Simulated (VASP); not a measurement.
# Al6N (P3m1) in VASP: further runs

The runs below take Al6N through single point, with PBE.

Everything below comes from runs of VASP 6.6.1. Logs are shortened: lines on timing, memory, paths and dates and some standing lists are left out, and cuts for length are marked.

### Step 1. The cell of the first run

The structure is trigonal, space group P3m1 (No. 156). The conventional cell has a = 2.948 Å, b = 2.948 Å, c = 28.614 Å, α = 90.00°, β = 90.00°, γ = 120.00°. Al (site symmetry 3m) has 12 Al at 2.88 to 2.95 Å within 3.8 Å. Al (site symmetry 3m) has 12 Al at 2.88 to 2.95 Å within 3.8 Å. Within 3.8 Å of Al (site symmetry 3m) lie 12 Al at 2.88 to 2.95 Å. Al (site symmetry 3m) has 12 Al at 2.88 to 2.95 Å within 3.8 Å. Within 2.4 Å of Al (site symmetry 3m) lie 4 N at 1.84 to 1.88 Å. Within 2.5 Å of Al (site symmetry 3m) lie 3 N at 1.86 Å. Al (site symmetry 3m) has 1 N at 1.90 Å within 2.5 Å. Al (site symmetry 3m) has 12 Al at 2.85 to 2.97 Å and 3 N at 3.60 Å within 3.8 Å.

### Step 2. Single point, PBE, collinear spin, ferromagnetic start

Contents of INCAR:

```
SYSTEM = Al6N
  PREC = Accurate
  ENCUT = 520
  EDIFF = 1E-6
  ISMEAR = 0
  SIGMA = 0.1
  LREAL = .False.
  LASPH = .True.
  NELM = 150
  ALGO = Normal
  ISIF = 2
  LWAVE = .False.
  LCHARG = .False.
  ISPIN = 2
  MAGMOM = 0 0 0 0 0 0 0 0 0 0 0 0 1 1
  LORBIT = 11
  GGA = PE
  NBANDS = 40
```

Contents of KPOINTS:

```
regular mesh
0
Gamma
  6 6 1
  0 0 0
```

Contents of POSCAR:

```
Al6N
1.0
    2.9481447355      0.0000000000      0.0000000000
   -1.4740723677      2.5531682350      0.0000000000
    0.0000000000      0.0000000000     28.6135758270
Al N
12 2
Direct
    0.6666666667      0.3333333333      0.6761311131
    0.0000000000      0.0000000000      0.7574089972
    0.3333333333      0.6666666667      0.8385815811
    0.3333333333      0.6666666667      0.5938175215
    0.3333333333      0.6666666667      0.0917440398
    0.6666666667      0.3333333333      0.1835713033
    0.0000000000      0.0000000000      0.0008384681
    0.0000000000      0.0000000000      0.2685823329
    0.6666666667      0.3333333333      0.9214746610
    0.6666666667      0.3333333333      0.4300137337
    0.0000000000      0.0000000000      0.5128238619
    0.3333333333      0.6666666667      0.3485255763
    0.0000000000      0.0000000000      0.0672108258
    0.3333333333      0.6666666667      0.1575759841
```

Potentials or basis: VASP PAW PBE potentials, release 64 (Al, N).

Run with:

```bash
$ cat potpaw_PBE.64/Al/POTCAR potpaw_PBE.64/N/POTCAR > POTCAR
$ mpirun -np 1 vasp_std > vasp.out
```

OUTCAR:

```text
SYSTEM = Al6N
   PREC = Accurate
   ENCUT = 520
   EDIFF = 1E-6
   ISMEAR = 0
   LREAL = .False.
   LASPH = .True.
   NELM = 150
   ISIF = 2
   ISPIN = 2
   LORBIT = 11
   GGA = PE

 ion  position               nearest neighbor table
   1  0.667  0.333  0.676-   2 2.88   2 2.88   2 2.88   4 2.91   4 2.91   4 2.91
   2  0.000  0.000  0.757-   3 2.88   3 2.88   3 2.88   1 2.88   1 2.88   1 2.88
   3  0.333  0.667  0.839-   2 2.88   2 2.88   2 2.88   9 2.92   9 2.92   9 2.92
   4  0.333  0.667  0.594-  11 2.88  11 2.88  11 2.88   1 2.91   1 2.91   1 2.91
   5  0.333  0.667  0.092-  13 1.84  13 1.84  13 1.84  14 1.88   7 3.11   7 3.11   7 3.11   6 3.13
                             6 3.13   6 3.13
   6  0.667  0.333  0.184-  14 1.86  14 1.86  14 1.86   8 2.97   8 2.97   8 2.97   5 3.13   5 3.13
                             5 3.13
   7  0.000  0.000  0.001-  13 1.90   9 2.84   9 2.84   9 2.84   5 3.11   5 3.11   5 3.11
   8  0.000  0.000  0.269-  12 2.85  12 2.85  12 2.85   6 2.97   6 2.97   6 2.97
   9  0.667  0.333  0.921-   7 2.84   7 2.84   7 2.84   3 2.92   3 2.92   3 2.92
  10  0.667  0.333  0.430-  12 2.89  12 2.89  12 2.89  11 2.92  11 2.92  11 2.92
  11  0.000  0.000  0.513-   4 2.88   4 2.88   4 2.88  10 2.92  10 2.92  10 2.92
  12  0.333  0.667  0.349-   8 2.85   8 2.85   8 2.85  10 2.89  10 2.89  10 2.89
  13  0.000  0.000  0.067-   5 1.84   5 1.84   5 1.84   7 1.90
  14  0.333  0.667  0.158-   6 1.86   6 1.86   6 1.86   5 1.88

  LATTYP: Found a hexagonal cell.
 ALAT       =     2.9481447355
 C/A-ratio  =     9.7056211259

  Lattice vectors:

 A1 = (   2.9481447355,   0.0000000000,   0.0000000000)
 A2 = (  -1.4740723677,   2.5531682350,   0.0000000000)
 A3 = (   0.0000000000,   0.0000000000,  28.6135758270)

Analysis of symmetry for initial positions (statically):
=====================================================================
 Subroutine PRICEL returns:
 Original cell was already a primitive cell.

 Routine SETGRP: Setting up the symmetry group for a
 hexagonal supercell.

 Subroutine GETGRP returns: Found  6 space group operations
 (whereof  6 operations were pure point group operations)
 out of a pool of 24 trial point group operations.

The static configuration has the point symmetry C_3v.

Analysis of symmetry for dynamics (positions and initial velocities):
=====================================================================
 Subroutine PRICEL returns:
 Original cell was already a primitive cell.

 Routine SETGRP: Setting up the symmetry group for a
 hexagonal supercell.

 Subroutine GETGRP returns: Found  6 space group operations
 (whereof  6 operations were pure point group operations)
 out of a pool of 24 trial point group operations.

The dynamic configuration has the point symmetry C_3v.

Analysis of structural, dynamic, and magnetic symmetry:
=====================================================================
 Subroutine PRICEL returns:
 Original cell was already a primitive cell.

 Routine SETGRP: Setting up the symmetry group for a
 hexagonal supercell.

 Subroutine GETGRP returns: Found  6 space group operations
 (whereof  6 operations were pure point group operations)
 out of a pool of 24 trial point group operations.

The overall configuration has the point symmetry C_3v.

 Subroutine INISYM returns: Found  6 space group operations
 (whereof  6 operations are pure point group operations),
 and found     1 'primitive' translations

----------------------------------------------------------------------------------------

                                     Primitive cell

  volume of cell :     215.3775

  direct lattice vectors                    reciprocal lattice vectors
     2.948144736  0.000000000  0.000000000     0.339196373  0.195835117  0.000000000
    -1.474072368  2.553168235  0.000000000     0.000000000  0.391670234  0.000000000
     0.000000000  0.000000000 28.613575827     0.000000000  0.000000000  0.034948446

  length of vectors
     2.948144736  2.948144735 28.613575827     0.391670234  0.391670234  0.034948446

  position of ions in fractional coordinates (direct lattice)
     0.666666667  0.333333333  0.676131113
     0.000000000  0.000000000  0.757408997
     0.333333333  0.666666667  0.838581581
     0.333333333  0.666666667  0.593817522
     0.333333333  0.666666667  0.091744040
     0.666666667  0.333333333  0.183571303
     0.000000000  0.000000000  0.000838468
     0.000000000  0.000000000  0.268582333
     0.666666667  0.333333333  0.921474661
     0.666666667  0.333333333  0.430013734
     0.000000000  0.000000000  0.512823862
     0.333333333  0.666666667  0.348525576
     0.000000000  0.000000000  0.067210826
     0.333333333  0.666666667  0.157575984

  ion indices of the primitive-cell ions
   primitive index   ion index
[... 50 lines left out ...]
   k-points           NKPTS =      7   k-points in BZ     NKDIM =      7   number of bands    NBANDS=     40
   number of dos      NEDOS =    301   number of ions     NIONS =     14
   total plane-waves  NPLWV = 124416
   dimension x,y,z NGX =    24 NGY =   24 NGZ =  216
   dimension x,y,z NGXF=    48 NGYF=   48 NGZF=  432
   ions per type =              12   2
   NGX,Y,Z   is equivalent  to a cutoff of  13.53, 13.53, 12.55 a.u.
   NGXF,Y,Z  is equivalent  to a cutoff of  27.07, 27.07, 25.10 a.u.
 SYSTEM =  Al6N
   PREC   = accura    normal or accurate (medium, high low for compatibility)
   ISTART =      0    job   : 0-new  1-cont  2-samecut
   ICHARG =      2    charge: 1-file 2-atom 10-const
   ISPIN  =      2    spin polarized calculation?
   LNONCOLLINEAR =      F non collinear calculations
   LSORBIT =      F    spin-orbit coupling
   LASPH  =      T    aspherical Exc in radial PAW
   ENCUT  =  520.0 eV  38.22 Ry    6.18 a.u.   5.48  5.48 53.20*2*pi/ulx,y,z
   NELM   =    150;   NELMIN=  2; NELMDL= -5     # of ELM steps
   EDIFF  = 0.1E-05   stopping-criterion for ELM
   LREAL  =      F    real-space projection
   EDIFFG = 0.1E-04   stopping-criterion for IOM
   NSW    =      0    number of steps for IOM
   IBRION =     -1    ionic relax: 0-MD 1-quasi-New 2-CG
   NFREE  =      0    steps in history (QN), initial steepest desc. (CG)
   ISIF   =      2    stress and relaxation
   ISYM   =      2    0-nonsym 1-usesym 2-fastsym
   POTIM  = 0.5000    time-step for ionic-motion
   TEBEG  =    0.0;   TEEND  =   0.0 temperature during run
   PSTRESS=    0.0 pullay stress
   NELECT =      46.0000    total number of electrons
   NUPDOWN=      -1.0000    fix difference up-down
   EMIN   =  10.00;   EMAX   =-10.00  energy-range for DOS
   EFERMI =   0.00;   METHOD = LEGACY
   ISMEAR =     0;   SIGMA  =   0.10  broadening in eV -4-tet -1-fermi 0-gaus
   EFERMI_NEDOS =   21; number of points for ismear=-14 and -15
   IALGO  =     38    algorithm
   IMIX   =      4    mixing-type and parameters
     AMIX     =   0.40;   BMIX     =  1.00
     AMIX_MAG =   1.60;   BMIX_MAG =  1.00
  volume/ion in A,a.u.               =      15.38       103.82
  Fermi-wavevector in a.u.,A,eV,Ry     =   0.978575  1.849238 13.029054  0.957608
  Thomas-Fermi vector in A             =   2.109361
   LORBIT       =     11    0 simple, 1 ext, 2 COOP (PROOUT), +10 PAW based schemes
   GGA     = PE    functional components
   LHFCALC =     F    Hartree Fock is set to
   AEXX    =    0.0000 exact exchange contribution
   IVDW    =     0    specifies the selected vdW correction
   LEPSILON=     F    determine dielectric tensor
   LRPA    =     F    only Hartree local field effects (RPA)
 spin polarized calculation
 Gauss-broadening in eV      SIGMA  =   0.10
  energy-cutoff  :      520.00
  volume of cell :      215.38
 maximum number of plane-waves:      5927
 NGX is ok and might be reduce to    24
   NGX = 11   NGY = 11   NGZ =107

 number of electron      46.0000002 magnetization       0.0000668

 Free energy of the ion-electron system (eV)
  ---------------------------------------------------
  ext. energy  EPLUGINS =         0.00000000
  ---------------------------------------------------
  free energy    TOTEN  =       -66.01269723 eV

  energy without entropy =      -65.99901309  energy(sigma->0) =      -66.00585516

 E-fermi :   7.6739     XC(G=0): -10.1933

 val. band max:        7.6306657015   @ k =   0.3333  -0.0000   0.0000
 cond. band min:       7.7862484029   @ k =   0.3333   0.1667   0.0000
 fundamental gap:      0.1555827013
 Fermi energy:         7.6739035081

 spin component 1

 k-point     1 :       0.0000    0.0000    0.0000
  band No.  band energies     occupation
      1      -9.4659      1.00000
      2      -8.5103      1.00000
      3      -3.0955      1.00000
      4      -2.9192      1.00000
      5      -2.6674      1.00000
      6      -2.2321      1.00000
[... 255 lines left out ...]
     34       9.1156      0.00000
     35       9.1681      0.00000
 Fermi energy:         7.6739035081

 spin component 2

 k-point     1 :       0.0000    0.0000    0.0000
  band No.  band energies     occupation
      1      -9.4659      1.00000
      2      -8.5103      1.00000
      3      -3.0955      1.00000
      4      -2.9192      1.00000
      5      -2.6674      1.00000
      6      -2.2321      1.00000
[... 255 lines left out ...]
     34       9.1156      0.00000
     35       9.1681      0.00000
 [bands above 35 left out]

------------------------ aborting loop because EDIFF is reached ----------------------------------------

  FORCE on cell =-STRESS in cart. coord.  units (eV):
  Direction    XX          YY          ZZ          XY          YZ          ZX
  --------------------------------------------------------------------------------------
  -------------------------------------------------------------------------------------
  Total        0.0554687      0.0554687      0.6415198      0.0000000      0.0000000     -0.0000000
  in kB        0.4126273      0.4126273      4.7722182      0.0000000      0.0000000     -0.0000000
  external PRESSURE =       1.8658242 kB  Pullay stress =       0.0000000 kB

 VOLUME and BASIS-vectors are now :
 -----------------------------------------------------------------------------
  energy-cutoff  :      520.00
  volume of cell :      215.38
      direct lattice vectors                 reciprocal lattice vectors
     2.948144736  0.000000000  0.000000000     0.339196373  0.195835117  0.000000000
    -1.474072368  2.553168235  0.000000000     0.000000000  0.391670234  0.000000000
     0.000000000  0.000000000 28.613575827     0.000000000  0.000000000  0.034948446

 POSITION                                       TOTAL-FORCE (eV/Angst)
 -----------------------------------------------------------------------------------
      1.47407      0.85106     19.34653        -0.000000     -0.000000      0.022304
      0.00000      0.00000     21.67218        -0.000000     -0.000000     -0.011797
     -0.00000      1.70211     23.99482         0.000000      0.000000      0.007418
     -0.00000      1.70211     16.99124        -0.000000     -0.000000     -0.008926
     -0.00000      1.70211      2.62513        -0.000000     -0.000000     -0.031923
      1.47407      0.85106      5.25263         0.000000      0.000000     -0.047045
      0.00000      0.00000      0.02399         0.000000     -0.000000      0.050230
      0.00000      0.00000      7.68510         0.000000     -0.000000      0.051348
      1.47407      0.85106     26.36669         0.000000     -0.000000     -0.001961
      1.47407      0.85106     12.30423        -0.000000     -0.000000      0.058953
      0.00000      0.00000     14.67372         0.000000     -0.000000     -0.025345
     -0.00000      1.70211      9.97256         0.000000     -0.000000     -0.090488
      0.00000      0.00000      1.92314         0.000000     -0.000000      0.037939
     -0.00000      1.70211      4.50881        -0.000000     -0.000000     -0.010707
 -----------------------------------------------------------------------------------
    total drift:                                0.000000      0.000000     -0.000195

  FREE ENERGIE OF THE ION-ELECTRON SYSTEM (eV)
  ---------------------------------------------------
  free  energy   TOTEN  =       -66.0126972259 eV

  energy  without entropy=      -65.9990130931  energy(sigma->0) =      -66.00585516

 total charge

# of ion       s       p       d       tot
------------------------------------------
    1        0.439   0.312   0.000   0.751
    2        0.435   0.313   0.000   0.748
    3        0.437   0.317   0.000   0.754
    4        0.437   0.313   0.000   0.750
    5        0.383   0.479   0.000   0.862
    6        0.376   0.437   0.000   0.812
    7        0.407   0.363   0.000   0.771
    8        0.441   0.326   0.000   0.768
    9        0.439   0.308   0.000   0.747
   10        0.439   0.310   0.000   0.749
   11        0.437   0.313   0.000   0.750
   12        0.429   0.321   0.000   0.750
   13        1.238   2.669   0.000   3.906
   14        1.237   2.657   0.000   3.894
--------------------------------------------------
tot          7.573   9.439   0.000  17.012

 magnetization (x)

# of ion       s       p       d       tot
------------------------------------------
    1        0.000   0.000   0.000   0.000
    2        0.000   0.000   0.000   0.000
    3       -0.000   0.000   0.000  -0.000
    4        0.000   0.000   0.000   0.000
    5        0.000   0.000   0.000   0.000
    6        0.000   0.000   0.000   0.000
    7       -0.000   0.000   0.000  -0.000
    8       -0.000  -0.000   0.000  -0.000
    9       -0.000   0.000   0.000  -0.000
   10       -0.000  -0.000   0.000  -0.000
   11        0.000  -0.000   0.000   0.000
   12       -0.000  -0.000   0.000  -0.000
   13       -0.000  -0.000   0.000  -0.000
   14       -0.000  -0.000   0.000  -0.000
--------------------------------------------------
tot         -0.000  -0.000   0.000  -0.000
```

It took 5.4 min on 1 thread of Intel Xeon 6975P-C, shared host; peak memory 0.47 GiB.

What came out:

```
Free energy                                           : -66.0127 eV
Pressure                                              : 0.2 GPa
Largest force                                         : 0.090 eV/Å
Band gap on the k mesh                                : zero (filled and empty bands overlap)
Net moment                                            : 0.00 μB per cell
Valence electrons inside the program's atomic spheres : Al 0.75, 0.86, 0.81, 0.77 (each value once); N 3.91, 3.89
```

Forces in eV/Å, atoms in the order of the input:
```
Al   0.000  0.000  0.022
Al   0.000  0.000 -0.012
Al   0.000  0.000  0.007
Al   0.000  0.000 -0.009
Al   0.000  0.000 -0.032
Al   0.000  0.000 -0.047
Al   0.000  0.000  0.050
Al   0.000  0.000  0.051
Al   0.000  0.000 -0.002
Al   0.000  0.000  0.059
Al   0.000  0.000 -0.025
Al   0.000  0.000 -0.090
N    0.000  0.000  0.038
N    0.000  0.000 -0.011
```

Levels at points of the mesh, in eV from the Fermi level:
Spin up:
| k point | band 20 | band 21 | band 22 | band 23 | band 24 | band 25 | band 26 | band 27 |
| --- | --- | --- | --- | --- | --- | --- | --- | --- |
| (0.00, 0.00, 0.00) | -1.66 | -0.82 | 0.95 | 1.94 | 3.87 | 4.48 | 6.25 | 6.42 |
| (0.50, 0.00, 0.00) | -2.79 | -2.64 | -2.07 | -1.46 | -1.31 | -0.43 | -0.39 | 0.35 |
Spin down:
| k point | band 19 | band 20 | band 21 | band 22 | band 23 | band 24 | band 25 | band 26 | band 27 | band 28 |
| --- | --- | --- | --- | --- | --- | --- | --- | --- | --- | --- |
| (0.00, 0.00, 0.00) | -1.87 | -1.66 | -0.82 | 0.95 | 1.94 | 3.87 | 4.48 | 6.25 | 6.42 | 7.85 |
| (0.50, 0.00, 0.00) | -3.13 | -2.79 | -2.64 | -2.07 | -1.46 | -1.31 | -0.43 | -0.39 | 0.35 | 0.50 |

Caveat: the k points lie up to 0.41 Å⁻¹ apart, too coarse for converged energies and pressures of a metal.

(Part 1 of 2 ends here.)

The gap in the log of VASP goes by the Fermi energy; the results here count the filled bands.